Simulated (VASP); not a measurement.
# Ho2O (P6_3mc) in VASP: further runs, part 2 of 2

VASP 6.6.1. The steps go on from the part before.

### 3 Single point, PBE

Input file INCAR:

```
SYSTEM = Ho2O
PREC = Accurate
ENCUT = 600
EDIFF = 1E-6
ISMEAR = 0
SIGMA = 0.1
LREAL = .False.
LASPH = .True.
NELM = 200
ALGO = Normal
ISIF = 2
LWAVE = .False.
LCHARG = .False.
GGA = PE
NBANDS = 33
GGA_COMPAT = .False.
LMAXMIX = 6
```

Input file KPOINTS:

```
Automatic mesh
0
Gamma
  6 6 2
  0 0 0
```

Input file POSCAR:

```
Ho2O
1.0
    3.6587971549      0.0000000000      0.0000000000
   -1.8293985774      3.1686112834      0.0000000000
    0.0000000000      0.0000000000     12.0179894570
Ho O
4 2
Direct
    0.0000000000      0.0000000000      0.4435489606
    0.0000000000      0.0000000000      0.9435489606
    0.3333333333      0.6666666667      0.6857895658
    0.6666666667      0.3333333333      0.1857895658
    0.0000000000      0.0000000000      0.1309267436
    0.0000000000      0.0000000000      0.6309267436
```

Potentials or basis: VASP PAW PBE potentials, release 64 (Ho_3, O), 4f in core.

The run is started by

```console
$ cat potpaw_PBE.64/Ho_3/POTCAR potpaw_PBE.64/O/POTCAR > POTCAR
$ mpirun -np 1 vasp_std > vasp.out
```

OUTCAR:

```text
SYSTEM = Ho2O
   PREC = Accurate
   ENCUT = 600
   EDIFF = 1E-6
   ISMEAR = 0
   LREAL = .False.
   LASPH = .True.
   NELM = 200
   ISIF = 2
   GGA = PE

 ion  position               nearest neighbor table
   1  0.000  0.000  0.444-   6 2.25   3 3.60   3 3.60   3 3.60   4 3.75   4 3.75   4 3.75
   2  0.000  0.000  0.944-   5 2.25   4 3.60   4 3.60   4 3.60   3 3.75   3 3.75   3 3.75
   3  0.333  0.667  0.686-   6 2.21   6 2.21   6 2.21   1 3.60   1 3.60   1 3.60   2 3.75   2 3.75
                             2 3.75
   4  0.667  0.333  0.186-   5 2.21   5 2.21   5 2.21   2 3.60   2 3.60   2 3.60   1 3.75   1 3.75
                             1 3.75
   5  0.000  0.000  0.131-   4 2.21   4 2.21   4 2.21   2 2.25
   6  0.000  0.000  0.631-   3 2.21   3 2.21   3 2.21   1 2.25

  LATTYP: Found a hexagonal cell.
 ALAT       =     3.6587971549
 C/A-ratio  =     3.2846831754

  Lattice vectors:

 A1 = (   3.6587971549,   0.0000000000,   0.0000000000)
 A2 = (  -1.8293985774,   3.1686112834,   0.0000000000)
 A3 = (   0.0000000000,   0.0000000000,  12.0179894570)

Analysis of symmetry for initial positions (statically):
=====================================================================
 Subroutine PRICEL returns:
 Original cell was already a primitive cell.

 Routine SETGRP: Setting up the symmetry group for a
 hexagonal supercell.

 Subroutine GETGRP returns: Found 12 space group operations
 (whereof  6 operations were pure point group operations)
 out of a pool of 24 trial point group operations.

The static configuration has the point symmetry C_3v.
 The point group associated with its full space group is C_6v.

Analysis of symmetry for dynamics (positions and initial velocities):
=====================================================================
 Subroutine PRICEL returns:
 Original cell was already a primitive cell.

 Routine SETGRP: Setting up the symmetry group for a
 hexagonal supercell.

 Subroutine GETGRP returns: Found 12 space group operations
 (whereof  6 operations were pure point group operations)
 out of a pool of 24 trial point group operations.

The dynamic configuration has the point symmetry C_3v.
 The point group associated with its full space group is C_6v.

 Subroutine INISYM returns: Found 12 space group operations
 (whereof  6 operations are pure point group operations),
 and found     1 'primitive' translations

----------------------------------------------------------------------------------------

                                     Primitive cell

  volume of cell :     139.3282

  direct lattice vectors                    reciprocal lattice vectors
     3.658797155  0.000000000  0.000000000     0.273313867  0.157797835  0.000000000
    -1.829398577  3.168611283  0.000000000     0.000000000  0.315595670  0.000000000
     0.000000000  0.000000000 12.017989457     0.000000000  0.000000000  0.083208594

  length of vectors
     3.658797155  3.658797155 12.017989457     0.315595670  0.315595670  0.083208594

  position of ions in fractional coordinates (direct lattice)
     0.000000000  0.000000000  0.443548961
     0.000000000  0.000000000  0.943548961
     0.333333333  0.666666667  0.685789566
[... 35 lines left out ...]
 ===========================================

 Found     14 irreducible k-points:

 Following reciprocal coordinates:
            Coordinates               Weight
  0.000000  0.000000  0.000000      1.000000
  0.166667  0.000000  0.000000      6.000000
  0.333333 -0.000000  0.000000      6.000000
  0.500000 -0.000000  0.000000      3.000000
  0.166667  0.166667  0.000000      6.000000
  0.333333  0.166667  0.000000     12.000000
  0.333333  0.333333  0.000000      2.000000
  0.000000  0.000000  0.500000      1.000000
  0.166667  0.000000  0.500000      6.000000
  0.333333 -0.000000  0.500000      6.000000
  0.500000 -0.000000  0.500000      3.000000
  0.166667  0.166667  0.500000      6.000000
  0.333333  0.166667  0.500000     12.000000
  0.333333  0.333333  0.500000      2.000000
   k-points           NKPTS =     14   k-points in BZ     NKDIM =     14   number of bands    NBANDS=     33
   number of dos      NEDOS =    301   number of ions     NIONS =      6
   total plane-waves  NPLWV =  86400
   dimension x,y,z NGX =    30 NGY =   30 NGZ =   96
   dimension x,y,z NGXF=    60 NGYF=   60 NGZF=  192
   ions per type =               4   2
   NGX,Y,Z   is equivalent  to a cutoff of  13.63, 13.63, 13.28 a.u.
   NGXF,Y,Z  is equivalent  to a cutoff of  27.26, 27.26, 26.56 a.u.
 SYSTEM =  Ho2O
   PREC   = accura    normal or accurate (medium, high low for compatibility)
   ISTART =      0    job   : 0-new  1-cont  2-samecut
   ICHARG =      2    charge: 1-file 2-atom 10-const
   ISPIN  =      1    spin polarized calculation?
   LNONCOLLINEAR =      F non collinear calculations
   LSORBIT =      F    spin-orbit coupling
   LASPH  =      T    aspherical Exc in radial PAW
   ENCUT  =  600.0 eV  44.10 Ry    6.64 a.u.   7.31  7.31 24.00*2*pi/ulx,y,z
   NELM   =    200;   NELMIN=  2; NELMDL= -5     # of ELM steps
   EDIFF  = 0.1E-05   stopping-criterion for ELM
   LREAL  =      F    real-space projection
[... 7 lines left out ...]
   TEBEG  =    0.0;   TEEND  =   0.0 temperature during run
   PSTRESS=    0.0 pullay stress
   NELECT =      48.0000    total number of electrons
   NUPDOWN=      -1.0000    fix difference up-down
   EMIN   =  10.00;   EMAX   =-10.00  energy-range for DOS
   EFERMI =   0.00;   METHOD = LEGACY
   ISMEAR =     0;   SIGMA  =   0.10  broadening in eV -4-tet -1-fermi 0-gaus
   EFERMI_NEDOS =   21; number of points for ismear=-14 and -15
   IALGO  =     38    algorithm
   IMIX   =      4    mixing-type and parameters
     AMIX     =   0.40;   BMIX     =  1.00
     AMIX_MAG =   1.60;   BMIX_MAG =  1.00
  volume/ion in A,a.u.               =      23.22       156.71
  Fermi-wavevector in a.u.,A,eV,Ry     =   1.147648  2.168741 17.920192  1.317097
  Thomas-Fermi vector in A             =   2.284327
   LORBIT       =      0    0 simple, 1 ext, 2 COOP (PROOUT), +10 PAW based schemes
   GGA     = PE    functional components
   LHFCALC =     F    Hartree Fock is set to
   AEXX    =    0.0000 exact exchange contribution
   IVDW    =     0    specifies the selected vdW correction
   LEPSILON=     F    determine dielectric tensor
   LRPA    =     F    only Hartree local field effects (RPA)
 non-spin polarized calculation
 Gauss-broadening in eV      SIGMA  =   0.10
  energy-cutoff  :      600.00
  volume of cell :      139.33
 maximum number of plane-waves:      4716
 NGX is ok and might be reduce to    30
   NGX = 15   NGY = 15   NGZ = 49

 number of electron      47.9999996 magnetization

 Free energy of the ion-electron system (eV)
  ---------------------------------------------------
  ext. energy  EPLUGINS =         0.00000000
  ---------------------------------------------------
  free energy    TOTEN  =       -39.29503949 eV

  energy without entropy =      -39.27659748  energy(sigma->0) =      -39.28581849

 E-fermi :   3.4247     XC(G=0):  -9.9042

 val. band max:        3.3646350172   @ k =   0.1667   0.0000   0.0000
 cond. band min:       3.4720256079   @ k =   0.3333   0.1667   0.0000
 fundamental gap:      0.1073905908
 Fermi energy:         3.4246649699

 k-point     1 :       0.0000    0.0000    0.0000
  band No.  band energies     occupation
      1     -21.2700      2.00000
      2     -21.1295      2.00000
      3     -20.7742      2.00000
      4     -20.7742      2.00000
      5     -20.7696      2.00000
      6     -20.7696      2.00000
[... 493 lines left out ...]
     32       5.6927      0.00000
     33       7.1302      0.00000

------------------------ aborting loop because EDIFF is reached ----------------------------------------

  FORCE on cell =-STRESS in cart. coord.  units (eV):
  Direction    XX          YY          ZZ          XY          YZ          ZX
  --------------------------------------------------------------------------------------
  -------------------------------------------------------------------------------------
  Total        0.5826763      0.5826763      1.2906422      0.0000000      0.0000000     -0.0000000
  in kB        6.7003701      6.7003701     14.8414842      0.0000000      0.0000000     -0.0000000
  external PRESSURE =       9.4140748 kB  Pullay stress =       0.0000000 kB

 VOLUME and BASIS-vectors are now :
 -----------------------------------------------------------------------------
  energy-cutoff  :      600.00
  volume of cell :      139.33
      direct lattice vectors                 reciprocal lattice vectors
     3.658797155  0.000000000  0.000000000     0.273313867  0.157797835  0.000000000
    -1.829398577  3.168611283  0.000000000     0.000000000  0.315595670  0.000000000
     0.000000000  0.000000000 12.017989457     0.000000000  0.000000000  0.083208594

 POSITION                                       TOTAL-FORCE (eV/Angst)
 -----------------------------------------------------------------------------------
      0.00000      0.00000      5.33057         0.000000     -0.000000     -0.081098
      0.00000      0.00000     11.33956        -0.000000      0.000000     -0.081098
     -0.00000      2.11241      8.24181         0.000000     -0.000000      0.173533
      1.82940      1.05620      2.23282         0.000000      0.000000      0.173533
      0.00000      0.00000      1.57348        -0.000000      0.000000     -0.092434
      0.00000      0.00000      7.58247        -0.000000      0.000000     -0.092434
 -----------------------------------------------------------------------------------
    total drift:                                0.000000      0.000000      0.002115

  FREE ENERGIE OF THE ION-ELECTRON SYSTEM (eV)
  ---------------------------------------------------
  free  energy   TOTEN  =       -39.2950394854 eV

  energy  without entropy=      -39.2765974849  energy(sigma->0) =      -39.28581849
```

Wall time 2.3 min (1 thread of Intel Xeon 6975P-C (Granite Rapids), shared host); peak memory 0.29 GiB.

What came out:

| Item | Value |
| --- | --- |
| Free energy | -39.2950 eV |
| Pressure | 0.9 GPa |
| Largest force | 0.174 eV/Å |
| Band gap on the k mesh | 0.11 eV (least direct gap 0.17 eV) |

Forces on the atoms (eV/Å):
```
Ho   0.000  0.000 -0.081
Ho   0.000  0.000 -0.081
Ho   0.000  0.000  0.174
Ho   0.000  0.000  0.174
O    0.000  0.000 -0.092
O    0.000  0.000 -0.092
```

Stress tensor (GPa, compression positive):
```
0.67 0.00 0.00
0.00 0.67 0.00
0.00 0.00 1.48
```

Caveat: spin-orbit coupling is left out, which moves the levels of the heavy elements; the 4f electrons are frozen in the core, so they carry no moment and show no levels.
